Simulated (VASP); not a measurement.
# K3H8 (P4/mmm) in VASP: further runs

The runs below take K3H8 through single point, with PBE.

All numbers are computed with VASP 6.6.1; they aren't measurements. Logs are shortened: lines on timing, memory, paths and dates and some standing lists are left out, and cuts for length are marked.

## (1) The cell of the first run

The structure is tetragonal, space group P4/mmm (No. 123). The conventional cell has a = 7.592 Å, b = 7.592 Å, c = 7.111 Å, α = 90.00°, β = 90.00°, γ = 90.00°. K (site symmetry 4/mmm) has 8 H at 2.66 Å within 3.5 Å. Within 4.4 Å of K (site symmetry mmm) lie 8 H at 3.38 to 4.11 Å. H (site symmetry m) has 1 H at 0.77 Å within 1.1 Å.

## (2) Single point, PBE

The input, INCAR:

```
ALGO     = Normal         # electronic algorithm
EDIFF    = 1E-6           # SCF threshold, eV
ENCUT    = 520            # plane-wave cutoff, eV
GGA      = PE             # functional
ISIF     = 2              # what is computed and relaxed
ISMEAR   = 0              # smearing method
LASPH    = True           # aspherical terms in the spheres
LCHARG   = False          # write CHGCAR
LREAL    = False          # projectors in reciprocal space
LWAVE    = False          # write WAVECAR
NBANDS   = 28             # bands
NELM     = 100            # most SCF steps
PREC     = Accurate       # precision mode
SIGMA    = 0.1            # smearing width, eV
```

The input, KPOINTS:

```
k-points
0
Gamma
  6 6 6
```

The input, POSCAR:

```
K3H8
1.0
    7.5922767625      0.0000000000      0.0000000000
    0.0000000000      7.5922767625      0.0000000000
    0.0000000000      0.0000000000      7.1109219241
K H
3 8
Direct
    0.0000000000      0.0000000000      0.5000000000
    0.0000000000      0.5000000000      0.0000000000
    0.5000000000      0.0000000000      0.0000000000
    0.6535216389      0.0000000000      0.4457501687
    0.3464783611      0.0000000000      0.4457501687
    0.0000000000      0.6535216389      0.4457501687
    0.0000000000      0.3464783611      0.4457501687
    0.3464783611      0.0000000000      0.5542498313
    0.6535216389      0.0000000000      0.5542498313
    0.0000000000      0.6535216389      0.5542498313
    0.0000000000      0.3464783611      0.5542498313
```

Potentials or basis: VASP PAW PBE potentials, release 64 (K_sv, H).

Started as:

```console
$ cat potpaw_PBE.64/K_sv/POTCAR potpaw_PBE.64/H/POTCAR > POTCAR
$ mpirun -np 1 vasp_std > vasp.out
```

OUTCAR:

```text
EDIFF = 1E-6
   ENCUT = 520
   GGA = PE
   ISIF = 2
   ISMEAR = 0
   LASPH = True
   LREAL = False
   NELM = 100
   PREC = Accurate

 ion  position               nearest neighbor table
   1  0.000  0.000  0.500-
   2  0.000  0.500  0.000-
   3  0.500  0.000  0.000-
   4  0.654  0.000  0.446-   9 0.77
   5  0.346  0.000  0.446-   8 0.77
   6  0.000  0.654  0.446-  10 0.77
   7  0.000  0.346  0.446-  11 0.77
   8  0.346  0.000  0.554-   5 0.77
   9  0.654  0.000  0.554-   4 0.77
  10  0.000  0.654  0.554-   6 0.77
  11  0.000  0.346  0.554-   7 0.77

  LATTYP: Found a simple tetragonal cell.
 ALAT       =     7.5922767625
 C/A-ratio  =     0.9365994084

  Lattice vectors:

 A1 = (   7.5922767625,   0.0000000000,   0.0000000000)
 A2 = (   0.0000000000,   7.5922767625,   0.0000000000)
 A3 = (   0.0000000000,   0.0000000000,   7.1109219241)

Analysis of symmetry for initial positions (statically):
=====================================================================
 Subroutine PRICEL returns:
 Original cell was already a primitive cell.

 Routine SETGRP: Setting up the symmetry group for a
 simple tetragonal supercell.

 Subroutine GETGRP returns: Found 16 space group operations
 (whereof 16 operations were pure point group operations)
 out of a pool of 16 trial point group operations.

The static configuration has the point symmetry D_4h.

Analysis of symmetry for dynamics (positions and initial velocities):
=====================================================================
 Subroutine PRICEL returns:
 Original cell was already a primitive cell.

 Routine SETGRP: Setting up the symmetry group for a
 simple tetragonal supercell.

 Subroutine GETGRP returns: Found 16 space group operations
 (whereof 16 operations were pure point group operations)
 out of a pool of 16 trial point group operations.

The dynamic configuration has the point symmetry D_4h.

 Subroutine INISYM returns: Found 16 space group operations
 (whereof 16 operations are pure point group operations),
 and found     1 'primitive' translations

----------------------------------------------------------------------------------------

                                     Primitive cell

  volume of cell :     409.8925

  direct lattice vectors                    reciprocal lattice vectors
     7.592276763  0.000000000  0.000000000     0.131712796  0.000000000  0.000000000
     0.000000000  7.592276763  0.000000000     0.000000000  0.131712796  0.000000000
     0.000000000  0.000000000  7.110921924     0.000000000  0.000000000  0.140628741

  length of vectors
     7.592276763  7.592276763  7.110921924     0.131712796  0.131712796  0.140628741

  position of ions in fractional coordinates (direct lattice)
     0.000000000  0.000000000  0.500000000
     0.000000000  0.500000000  0.000000000
     0.500000000  0.000000000  0.000000000
     0.653521639  0.000000000  0.445750169
     0.346478361  0.000000000  0.445750169
     0.000000000  0.653521639  0.445750169
     0.000000000  0.346478361  0.445750169
     0.346478361  0.000000000  0.554249831
     0.653521639  0.000000000  0.554249831
     0.000000000  0.653521639  0.554249831
     0.000000000  0.346478361  0.554249831

  ion indices of the primitive-cell ions
   primitive index   ion index
                 1           1
                 2           2
                 3           3
                 4           4
                 5           5
                 6           6
                 7           7
                 8           8
                 9           9
                10          10
                11          11

----------------------------------------------------------------------------------------

 KPOINTS: k-points

Automatic generation of k-mesh.
 Grid dimensions read from file:
 generate k-points for:    6    6    6

 Generating k-lattice:

  Cartesian coordinates                     Fractional coordinates (reciprocal lattice)
     0.021952133  0.000000000  0.000000000     0.166666667  0.000000000  0.000000000
     0.000000000  0.021952133  0.000000000     0.000000000  0.166666667  0.000000000
     0.000000000  0.000000000  0.023438124     0.000000000  0.000000000  0.166666667

  Length of vectors
     0.021952133  0.021952133  0.023438124

  Shift w.r.t. Gamma in fractional coordinates (k-lattice)
     0.000000000  0.000000000  0.000000000

 Subroutine IBZKPT returns following result:
 ===========================================

 Found     40 irreducible k-points:

 Following reciprocal coordinates:
            Coordinates               Weight
  0.000000  0.000000  0.000000      1.000000
  0.166667  0.000000  0.000000      4.000000
  0.333333  0.000000  0.000000      4.000000
  0.500000  0.000000  0.000000      2.000000
  0.166667  0.166667  0.000000      4.000000
  0.333333  0.166667  0.000000      8.000000
[... 16 lines left out ...]
  0.333333  0.000000  0.333333      8.000000
  0.500000  0.000000  0.333333      4.000000
 [... further k-points ...]
   k-points           NKPTS =     40   k-points in BZ     NKDIM =     40   number of bands    NBANDS=     28
   number of dos      NEDOS =    301   number of ions     NIONS =     11
   total plane-waves  NPLWV = 169344
   dimension x,y,z NGX =    56 NGY =   56 NGZ =   54
   dimension x,y,z NGXF=   112 NGYF=  112 NGZF=  108
   ions per type =               3   8
   NGX,Y,Z   is equivalent  to a cutoff of  12.26, 12.26, 12.62 a.u.
   NGXF,Y,Z  is equivalent  to a cutoff of  24.52, 24.52, 25.25 a.u.
 SYSTEM =  unknown system
   PREC   = accura    normal or accurate (medium, high low for compatibility)
   ISTART =      0    job   : 0-new  1-cont  2-samecut
   ICHARG =      2    charge: 1-file 2-atom 10-const
   ISPIN  =      1    spin polarized calculation?
   LNONCOLLINEAR =      F non collinear calculations
   LSORBIT =      F    spin-orbit coupling
   LASPH  =      T    aspherical Exc in radial PAW
   ENCUT  =  520.0 eV  38.22 Ry    6.18 a.u.  14.12 14.12 13.22*2*pi/ulx,y,z
   NELM   =    100;   NELMIN=  2; NELMDL= -5     # of ELM steps
   EDIFF  = 0.1E-05   stopping-criterion for ELM
   LREAL  =      F    real-space projection
   EDIFFG = 0.1E-04   stopping-criterion for IOM
   NSW    =      0    number of steps for IOM
   IBRION =     -1    ionic relax: 0-MD 1-quasi-New 2-CG
   NFREE  =      0    steps in history (QN), initial steepest desc. (CG)
   ISIF   =      2    stress and relaxation
   ISYM   =      2    0-nonsym 1-usesym 2-fastsym
   POTIM  = 0.5000    time-step for ionic-motion
   TEBEG  =    0.0;   TEEND  =   0.0 temperature during run
   PSTRESS=    0.0 pullay stress
   NELECT =      35.0000    total number of electrons
   NUPDOWN=      -1.0000    fix difference up-down
   EMIN   =  10.00;   EMAX   =-10.00  energy-range for DOS
   EFERMI =   0.00;   METHOD = LEGACY
   ISMEAR =     0;   SIGMA  =   0.10  broadening in eV -4-tet -1-fermi 0-gaus
   EFERMI_NEDOS =   21; number of points for ismear=-14 and -15
   IALGO  =     38    algorithm
   IMIX   =      4    mixing-type and parameters
     AMIX     =   0.40;   BMIX     =  1.00
     AMIX_MAG =   1.60;   BMIX_MAG =  1.00
  volume/ion in A,a.u.               =      37.26       251.46
  Fermi-wavevector in a.u.,A,eV,Ry     =   0.720899  1.362301  7.070877  0.519695
  Thomas-Fermi vector in A             =   1.810469
   LORBIT       =      0    0 simple, 1 ext, 2 COOP (PROOUT), +10 PAW based schemes
   GGA     = PE    functional components
   LHFCALC =     F    Hartree Fock is set to
   AEXX    =    0.0000 exact exchange contribution
   IVDW    =     0    specifies the selected vdW correction
   LEPSILON=     F    determine dielectric tensor
   LRPA    =     F    only Hartree local field effects (RPA)
 non-spin polarized calculation
 Gauss-broadening in eV      SIGMA  =   0.10
  energy-cutoff  :      520.00
  volume of cell :      409.89
 maximum number of plane-waves:     11072
   NGX = 29   NGY = 29   NGZ = 27

 number of electron      34.9999997 magnetization

 Free energy of the ion-electron system (eV)
  ---------------------------------------------------
  ext. energy  EPLUGINS =         0.00000000
  ---------------------------------------------------
  free energy    TOTEN  =       -29.15718626 eV

  energy without entropy =      -29.14865231  energy(sigma->0) =      -29.15291928

 E-fermi :  -0.5839     XC(G=0):  -4.7555

 val. band max:       -0.5854845825   @ k =   0.5000   0.5000   0.5000
 cond. band min:      -0.5625459377   @ k =   0.5000   0.5000   0.3333
 fundamental gap:      0.0229386449
 Fermi energy:        -0.5839455098

 k-point     1 :       0.0000    0.0000    0.0000
  band No.  band energies     occupation
      1     -33.3964      2.00000
      2     -33.0327      2.00000
      3     -33.0324      2.00000
      4     -16.9319      2.00000
      5     -16.9319      2.00000
      6     -16.8550      2.00000
[... 20 lines left out ...]
     27       2.5104      0.00000
     28       2.9098      0.00000

 k-point     2 :       0.1667    0.0000    0.0000
  band No.  band energies     occupation
      1     -33.3964      2.00000
      2     -33.0327      2.00000
      3     -33.0324      2.00000
      4     -16.9323      2.00000
      5     -16.9319      2.00000
      6     -16.8549      2.00000
[... 20 lines left out ...]
     27       2.4608      0.00000
     28       2.8507      0.00000

 k-point     3 :       0.3333    0.0000    0.0000
  band No.  band energies     occupation
      1     -33.3964      2.00000
      2     -33.0326      2.00000
      3     -33.0325      2.00000
      4     -16.9332      2.00000
      5     -16.9319      2.00000
      6     -16.8549      2.00000
[... 616 lines left out ...]
      3     -33.0325      2.00000
      4     -16.9333      2.00000
      5     -16.9318      2.00000
      6     -16.8550      2.00000
[... 20 lines left out ...]
     27       2.1712      0.00000
     28       2.4211      0.00000

 k-point    24 :       0.5000    0.0000    0.3333
  band No.  band energies     occupation
      1     -33.3964      2.00000
      2     -33.0325      2.00000
      3     -33.0325      2.00000
      4     -16.9339      2.00000
      5     -16.9318      2.00000
      6     -16.8550      2.00000
[... 20 lines left out ...]
     27       2.1634      0.00000
     28       2.5737      0.00000

 [... further k-points ...]

------------------------ aborting loop because EDIFF is reached ----------------------------------------

  FORCE on cell =-STRESS in cart. coord.  units (eV):
  Direction    XX          YY          ZZ          XY          YZ          ZX
  --------------------------------------------------------------------------------------
  -------------------------------------------------------------------------------------
  Total       -0.0723659     -0.0723659     -0.0862260      0.0000000      0.0000000      0.0000000
  in kB       -0.2828621     -0.2828621     -0.3370378      0.0000000      0.0000000      0.0000000
  external PRESSURE =      -0.3009206 kB  Pullay stress =       0.0000000 kB

 VOLUME and BASIS-vectors are now :
 -----------------------------------------------------------------------------
  energy-cutoff  :      520.00
  volume of cell :      409.89
      direct lattice vectors                 reciprocal lattice vectors
     7.592276763  0.000000000  0.000000000     0.131712796  0.000000000  0.000000000
     0.000000000  7.592276763  0.000000000     0.000000000  0.131712796  0.000000000
     0.000000000  0.000000000  7.110921924     0.000000000  0.000000000  0.140628741

 POSITION                                       TOTAL-FORCE (eV/Angst)
 -----------------------------------------------------------------------------------
      0.00000      0.00000      3.55546         0.000000      0.000000     -0.000000
      0.00000      3.79614      0.00000         0.000000      0.000000     -0.000000
      3.79614      0.00000      0.00000         0.000000      0.000000     -0.000000
      4.96172      0.00000      3.16969        -0.001939     -0.000000      0.007850
      2.63056      0.00000      3.16969         0.001939      0.000000      0.007850
      0.00000      4.96172      3.16969         0.000000     -0.001939      0.007850
      0.00000      2.63056      3.16969         0.000000      0.001939      0.007850
      2.63056      0.00000      3.94123         0.001939     -0.000000     -0.007850
      4.96172      0.00000      3.94123        -0.001939      0.000000     -0.007850
      0.00000      4.96172      3.94123         0.000000     -0.001939     -0.007850
      0.00000      2.63056      3.94123         0.000000      0.001939     -0.007850
 -----------------------------------------------------------------------------------
    total drift:                                0.000000      0.000000      0.000000

  FREE ENERGIE OF THE ION-ELECTRON SYSTEM (eV)
  ---------------------------------------------------
  free  energy   TOTEN  =       -29.1571862635 eV

  energy  without entropy=      -29.1486523054  energy(sigma->0) =      -29.15291928
```

It took 7.1 min on 1 thread of AMD EPYC 7R43 (Zen 3), shared host; peak memory 0.58 GiB.

Results:

```
Free energy   : -29.1572 eV
Pressure      : 0.0 GPa
Largest force : 0.008 eV/Å
```

Forces on the atoms (eV/Å):
```
K    0.000  0.000  0.000
K    0.000  0.000  0.000
K    0.000  0.000  0.000
H   -0.002  0.000  0.008
H    0.002  0.000  0.008
H    0.000 -0.002  0.008
H    0.000  0.002  0.008
H    0.002  0.000 -0.008
H   -0.002  0.000 -0.008
H    0.000 -0.002 -0.008
H    0.000  0.002 -0.008
```

## (3) Single point, PBE

This run uses another cell than the first one, of 16.20 Å³/atom, 0.435 times its volume.

The input, INCAR:

```
SYSTEM = K3H8
PREC = Accurate
ENCUT = 520
EDIFF = 1E-6
ISMEAR = 0
SIGMA = 0.1
LREAL = .FALSE.
LASPH = .TRUE.
NELM = 100
ALGO = Normal
ISIF = 2
LWAVE = .FALSE.
LCHARG = .TRUE.
GGA = PE
LELF = .TRUE.
LVHAR = .TRUE.
NBANDS = 28
```

The input, KPOINTS:

```
Automatic mesh
0
G
  4 4 4
  0 0 0
```

The input, POSCAR:

```
K3H8
1.0
    5.6904461900      0.0000000000      0.0000000000
    0.0000000000      5.6904461900      0.0000000000
    0.0000000000      0.0000000000      5.5046975100
K H
3 8
Direct
    0.0000000000      0.0000000000      0.5000000000
    0.0000000000      0.5000000000      0.0000000000
    0.5000000000      0.0000000000      0.0000000000
    0.6660835600      0.0000000000      0.4121656200
    0.3339164400      0.0000000000      0.4121656200
    0.0000000000      0.6660835600      0.4121656200
    0.0000000000      0.3339164400      0.4121656200
    0.3339164400      0.0000000000      0.5878343800
    0.6660835600      0.0000000000      0.5878343800
    0.0000000000      0.6660835600      0.5878343800
    0.0000000000      0.3339164400      0.5878343800
```

Potentials or basis: VASP PAW PBE potentials, release 64 (K_sv, H).

Started as:

```console
$ cat potpaw_PBE.64/K_sv/POTCAR potpaw_PBE.64/H/POTCAR > POTCAR
$ mpirun -np 1 vasp_std > vasp.out
```

It took 99 s on 1 thread of AMD EPYC 7R43 (Zen 3), shared host; peak memory 0.24 GiB.

The run converged. Its results:

| Quantity | Value |
| --- | --- |
| Free energy | -23.1594 eV |
| Pressure | 10.5 GPa |
| Largest force | 2.539 eV/Å |

Forces on the atoms (eV/Å):
```
K    0.000  0.000  0.000
K    0.000  0.000  0.000
K    0.000  0.000  0.000
H   -1.366  0.000  2.140
H    1.366  0.000  2.140
H    0.000 -1.366  2.140
H    0.000  1.366  2.140
H    1.366  0.000 -2.140
H   -1.366  0.000 -2.140
H    0.000 -1.366 -2.140
H    0.000  1.366 -2.140
```

Stress tensor (GPa, compression positive):
```
15.96  0.00  0.00
 0.00 15.96  0.00
 0.00  0.00 -0.39
```

Levels at points of the mesh, in eV from the Fermi level:
| k point | band 15 | band 16 | band 17 | band 18 | band 19 | band 20 |
| --- | --- | --- | --- | --- | --- | --- |
| (0.00, 0.00, 0.00) | -4.42 | -4.42 | -0.86 | 0.15 | 0.83 | 0.83 |
| (0.50, 0.00, 0.00) | -6.16 | -4.41 | 0.07 | 0.18 | 0.19 | 0.51 |
| (0.50, 0.50, 0.00) | -6.47 | -5.87 | 0.04 | 0.21 | 0.21 | 0.94 |
| (0.00, 0.00, 0.50) | -4.53 | -4.53 | -2.04 | 0.57 | 1.20 | 1.20 |
| (0.50, 0.00, 0.50) | -6.24 | -4.51 | -1.33 | -1.09 | 1.15 | 1.56 |
| (0.50, 0.50, 0.50) | -6.57 | -5.95 | -1.16 | -1.16 | 0.35 | 0.47 |

Caveat: forces of over 1 eV/Å act on the atoms, so gaps and moduli don't describe the material at rest.
